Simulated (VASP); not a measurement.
# Si4HC4 in VASP: notebook, part 2 of 3

VASP 6.6.1. The steps go on from the part before.

## 3. Single point, PBE, collinear spin

INCAR reads:

```
ALGO = Normal
DIPOL = 0.5 0.5 0.332
EDIFF = 1E-6
ENCUT = 520
GGA = PE
GGA_COMPAT = False
IDIPOL = 3
ISIF = 2
ISMEAR = 0
ISPIN = 2
LASPH = True
LCHARG = False
LDIPOL = True
LORBIT = 11
LREAL = False
LWAVE = False
MAGMOM = 0 0 0 0 0 0 0 0 1
NBANDS = 30
NELM = 200
NELMDL = -8
PREC = Accurate
SIGMA = 0.05
```

KPOINTS reads:

```
k-points
0
Gamma
  9 6 1
```

POSCAR reads:

```
Si4HC4
1.0
    3.0967389835      0.0000000000      0.0000000000
    0.0000000000      4.3794502696      0.0000000000
    0.0000000000      0.0000000000     20.1332068295
Si C H
4 4 1
Direct
    0.5000000000      0.5000000000      0.1986767450
    0.0000000000      0.0000000000      0.2755829977
    0.5000000000      0.4971400051      0.3554907352
    0.0000000000      0.9498903695      0.4168952500
    0.0000000000      0.2500000000      0.1986767450
    0.5000000000      0.7500000000      0.2755829977
    0.0000000000      0.2559423864      0.3541649037
    0.5000000000      0.7547379437      0.4288043580
    0.8333333333      0.7547379437      0.4823395845
```

Potentials or basis: VASP PAW PBE potentials, release 64 (Si, C, H).

Launch:

```sh
cat potpaw_PBE.64/Si/POTCAR potpaw_PBE.64/C/POTCAR potpaw_PBE.64/H/POTCAR > POTCAR
mpirun -np 1 vasp_std > vasp.out
```

OUTCAR:

```text
EDIFF = 1E-6
   ENCUT = 520
   GGA = PE
   ISIF = 2
   ISMEAR = 0
   ISPIN = 2
   LASPH = True
   LORBIT = 11
   LREAL = False
   NELM = 200
   NELMDL = -8
   PREC = Accurate

 ion  position               nearest neighbor table
   1  0.500  0.500  0.199-   5 1.90   5 1.90   6 1.90   2 3.10   2 3.10   2 3.10   2 3.10
   2  0.000  0.000  0.276-   6 1.90   6 1.90   5 1.90   7 1.94   4 2.85   1 3.10   1 3.10   1 3.10
                             1 3.10   3 3.12   3 3.12   3 3.14   3 3.14
   3  0.500  0.497  0.355-   8 1.86   7 1.87   7 1.87   6 1.95   4 2.80   4 2.80   4 3.11   4 3.11
                             2 3.12   2 3.12   2 3.14   2 3.14
   4  0.000  0.950  0.417-   9 1.65   8 1.78   8 1.78   7 1.84   3 2.80   3 2.80   2 2.85   3 3.11
                             3 3.11
   5  0.000  0.250  0.199-   1 1.90   1 1.90   2 1.90
   6  0.500  0.750  0.276-   2 1.90   2 1.90   1 1.90   3 1.95
   7  0.000  0.256  0.354-   4 1.84   3 1.87   3 1.87   2 1.94
   8  0.500  0.755  0.429-   4 1.78   4 1.78   3 1.86
   9  0.833  0.755  0.482-   4 1.65

  LATTYP: Found a simple orthorhombic cell.
 ALAT       =     3.0967389835
 B/A-ratio  =     1.4142135624
 C/A-ratio  =     6.5014219593

  Lattice vectors:

 A1 = (   3.0967389835,   0.0000000000,   0.0000000000)
 A2 = (   0.0000000000,   4.3794502696,   0.0000000000)
 A3 = (   0.0000000000,   0.0000000000,  20.1332068295)

Analysis of symmetry for initial positions (statically):
=====================================================================
 Subroutine PRICEL returns:
 Original cell was already a primitive cell.

 Routine SETGRP: Setting up the symmetry group for a
 simple orthorhombic supercell.

 Subroutine GETGRP returns: Found  1 space group operations
 (whereof  1 operations were pure point group operations)
 out of a pool of  8 trial point group operations.

The static configuration has the point symmetry C_1 .
[... 956 lines left out ...]
      4     -11.2222      1.00000
      5      -8.9145      1.00000
      6      -7.5352      1.00000
[... 733 lines left out ...]
     27       5.9079      0.00000
     28       6.2217      0.00000

 [... further k-points ...]

 [bands above 28 left out]

------------------------ aborting loop because EDIFF is reached ----------------------------------------

 vacuum level on the upper side and lower side of the slab       (xc-potential included)        -0.663         0.663

  FORCE on cell =-STRESS in cart. coord.  units (eV):
  Direction    XX          YY          ZZ          XY          YZ          ZX
  --------------------------------------------------------------------------------------
  -------------------------------------------------------------------------------------
  Total        0.3734279     -0.1833850     -2.2854227      0.9260479      2.0343332     -2.3351771
  in kB        2.1911908     -1.0760619    -13.4103455      5.4338404     11.9370087    -13.7022930
  external PRESSURE =      -4.0984055 kB  Pullay stress =       0.0000000 kB

 VOLUME and BASIS-vectors are now :
 -----------------------------------------------------------------------------
  energy-cutoff  :      520.00
  volume of cell :      273.05
      direct lattice vectors                 reciprocal lattice vectors
     3.096738983  0.000000000  0.000000000     0.322920338  0.000000000  0.000000000
     0.000000000  4.379450270  0.000000000     0.000000000  0.228339161  0.000000000
     0.000000000  0.000000000 20.133206830     0.000000000  0.000000000  0.049669186

 POSITION                                       TOTAL-FORCE (eV/Angst)
 -----------------------------------------------------------------------------------
      1.54837      2.18973      4.00000         0.016632     -2.787955      1.415786
      0.00000      0.00000      5.54837         0.009528      0.408675     -1.437621
      1.54837      2.17720      7.15717        -0.017928     -0.153201     -0.958116
      0.00000      4.16000      8.39344         0.659308      1.239783     -0.450289
      0.00000      1.09486      4.00000        -0.008677      1.653763     -0.102703
      1.54837      3.28459      5.54837         0.024089      0.695611      0.623166
      0.00000      1.12089      7.13048         0.120891     -0.363170      0.120022
      1.54837      3.30534      8.63321         0.941502     -0.425468      0.808467
      2.58062      3.30534      9.71104        -1.745345     -0.268037     -0.018713
 -----------------------------------------------------------------------------------
    total drift:                               -0.000013     -0.000107     -0.000002

  FREE ENERGIE OF THE ION-ELECTRON SYSTEM (eV)
  ---------------------------------------------------
  free  energy   TOTEN  =       -56.9234484963 eV

  energy  without entropy=      -56.9218219740  energy(sigma->0) =      -56.92263524

 vacuum level on the upper side and lower side of the slab         3.535         4.897

 total charge

# of ion       s       p       d       tot
------------------------------------------
    1        0.750   0.848   0.000   1.598
    2        0.705   0.922   0.000   1.627
    3        0.705   0.945   0.000   1.650
    4        0.725   1.011   0.000   1.736
    5        0.859   1.526   0.000   2.384
    6        0.846   1.648   0.000   2.494
    7        0.849   1.692   0.000   2.541
    8        0.849   1.654   0.000   2.503
    9        0.474   0.024   0.000   0.498
--------------------------------------------------
tot          6.763  10.268   0.000  17.031

 magnetization (x)

# of ion       s       p       d       tot
------------------------------------------
    1        0.016   0.045   0.000   0.061
    2        0.001   0.000   0.000   0.001
    3        0.001   0.001   0.000   0.002
    4       -0.000  -0.004   0.000  -0.005
    5       -0.001  -0.016   0.000  -0.017
    6        0.001   0.001   0.000   0.002
    7       -0.001  -0.004   0.000  -0.004
    8       -0.000  -0.003   0.000  -0.003
    9       -0.000  -0.000   0.000  -0.001
--------------------------------------------------
tot          0.017   0.021   0.000   0.038
```

Wall time 7.5 min (1 thread of Intel Xeon 6975P-C (Granite Rapids), shared host); peak memory 0.65 GiB.

What came out:

* Free energy: -56.9234 eV
* Largest force: 3.127 eV/Å
* Net moment: 0.11 μB per cell
* Site moments: Si +0.06, +0.00, -0.01 (each value once); C -0.02, +0.00, -0.00 (each value once); H -0.00 μB
* Valence electrons inside the program's atomic spheres: Si 1.60, 1.63, 1.65, 1.74; C 2.38, 2.49, 2.54, 2.50; H 0.50

Forces in eV/Å, atoms in the order of the input:
```
Si   0.017 -2.788  1.416
Si   0.010  0.409 -1.438
Si  -0.018 -0.153 -0.958
Si   0.659  1.240 -0.450
C   -0.009  1.654 -0.103
C    0.024  0.696  0.623
C    0.121 -0.363  0.120
C    0.942 -0.425  0.808
H   -1.745 -0.268 -0.019
```

## 4. Single point, PBE, collinear spin

INCAR reads:

```
PREC = Accurate ; ENCUT = 520
EDIFF = 1E-6 ; ISMEAR = 0
SIGMA = 0.05 ; LREAL = F
LASPH = T ; NELM = 200
ALGO = Normal ; ISIF = 2
LWAVE = F ; LCHARG = F
ISPIN = 2 ; MAGMOM = 0 0 0 0 0 0 0 0 1
LORBIT = 11 ; LDIPOL = T
IDIPOL = 3 ; DIPOL = 0.5 0.5 0.330
GGA = PE ; NBANDS = 30
GGA_COMPAT = F ; NELMDL = -8
```

KPOINTS reads:

```
regular mesh
0
Gamma
  9 6 1
```

POSCAR: that of step 3 with these lines changed.

```diff
@@ -16,2 +16,2 @@
     0.5000000000      0.7547379437      0.4288043580
-    0.8333333333      0.7547379437      0.4823395845
+    0.8333333333      1.4214046103      0.4650221475
```

Launch:

```sh
cat potpaw_PBE.64/Si/POTCAR potpaw_PBE.64/C/POTCAR potpaw_PBE.64/H/POTCAR > POTCAR
mpirun -np 1 vasp_std > vasp.out
```

Wall time 13 min (1 thread of Intel Xeon Platinum 8488C (Sapphire Rapids), shared host); peak memory 0.65 GiB.

Results (log left out):

```
Free energy                                           : -56.4916 eV
Largest force                                         : 3.124 eV/Å
Net moment                                            : 0.70 μB per cell
Site moments                                          : Si +0.03, +0.01 (each value once); C +0.03, +0.00, +0.04, +0.08; H +0.10 μB
Valence electrons inside the program's atomic spheres : Si 1.60, 1.63, 1.66, 1.69; C 2.38, 2.50, 2.54, 2.49; H 0.40
```

Forces in eV/Å, atoms in the order of the input:
```
Si   0.070 -2.737  1.504
Si   0.022  0.459 -1.313
Si  -0.050 -0.170 -0.831
Si  -0.326  1.957  1.589
C   -0.104  1.802 -0.251
C    0.009  0.552  0.180
C    0.206 -0.431 -0.851
C    0.674 -1.237 -0.021
H   -0.501 -0.195 -0.006
```

Levels at points of the mesh, in eV from the Fermi level:
Spin up:
| k point | band 13 | band 14 | band 15 | band 16 | band 17 | band 18 | band 19 | band 20 | band 21 | band 22 |
| --- | --- | --- | --- | --- | --- | --- | --- | --- | --- | --- |
| (0.00, 0.00, 0.00) | -2.95 | -2.00 | -0.96 | -0.91 | -0.10 | 1.00 | 1.33 | 3.34 | 3.87 | 4.02 |
| (0.00, 0.50, 0.00) | -2.49 | -2.28 | -1.57 | -0.90 | -0.39 | 0.34 | 3.13 | 3.40 | 4.10 | 4.91 |
Spin down:
```
           k point  band 14  band 15  band 16  band 17  band 18  band 19
(0.00, 0.00, 0.00)    -1.96    -0.93    -0.82     0.35     1.08     1.62
(0.00, 0.50, 0.00)    -2.08    -1.53    -0.77     0.14     0.55     3.23
```

[end of part 2 of 3]
